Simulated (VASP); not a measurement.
Write the native input for VASP 6.6.1 that does the following.

```yaml
Task: relaxation of cell and atoms
Functional: PBEsol
Potentials_or_basis: VASP PAW PBE potentials, release 64 (Re)
Cutoff: 600 eV
k_mesh: 8 × 8 × 3
Occupations: fermi-dirac, width 0.05 eV
Spin: no spin polarisation
Dipole_correction: no
Further_INCAR_settings: ALGO = Normal; EDIFF = 1e-06; IBRION = 2; EDIFFG = -0.01; NSW = 60; ISIF = 3
```

The structure of Re lies in POSCAR:

```
Re
1.0
    2.7663873939      0.0000000000      0.0000000000
   -1.3831936969      2.3957617598      0.0000000000
    0.0000000000      0.0000000000      8.9388451600
Re
4
Direct
    0.6666666667      0.3333333333      0.7500000000
    0.0000000000      0.0000000000      0.5000000000
    0.3333333333      0.6666666667      0.2500000000
    0.0000000000      0.0000000000      0.0000000000
```

The input as run:

INCAR

```
SYSTEM = Re
  PREC = Accurate
  ENCUT = 600
  EDIFF = 1E-6
  ISMEAR = -1
  SIGMA = 0.05
  LREAL = .False.
  LASPH = .True.
  NELM = 100
  ALGO = Normal
  ISIF = 3
  LWAVE = .False.
  LCHARG = .False.
  GGA = PS
  IBRION = 2
  NSW = 60
  EDIFFG = -0.01
```

KPOINTS

```
Automatic mesh
0
Gamma
  8 8 3
  0 0 0
```

Potentials or basis: VASP PAW PBE potentials, release 64 (Re).

Run with:

```sh
$ cat potpaw_PBE.64/Re/POTCAR > POTCAR
$ mpirun -np 1 vasp_std > vasp.out
```

Results of the run:

The relaxed volume is 14.56 Å³/atom, the relaxed cell is a = 2.753 Å, b = 2.753 Å, c = 8.874 Å, α = 90.00°, β = 90.00°, γ = 120.00° and the space group after relaxing (to 0.1 Å) is P6_3/mmc (No. 194). The energy gained by relaxing is 5.2 meV/atom. The ionic steps are 7. The pressure after relaxing is 0.1 GPa and the band gap on the k mesh is zero (bands 14 and 15 overlap by 2.55 eV).

Caveat: the PAW data sets were made with another functional, which shifts forces and pressure a little; spin-orbit coupling is left out, which moves the levels of the heavy elements.

Wall time 2.6 min on 1 thread of Intel Xeon 8259CL, with other jobs on the host, peak memory 0.2 GiB.
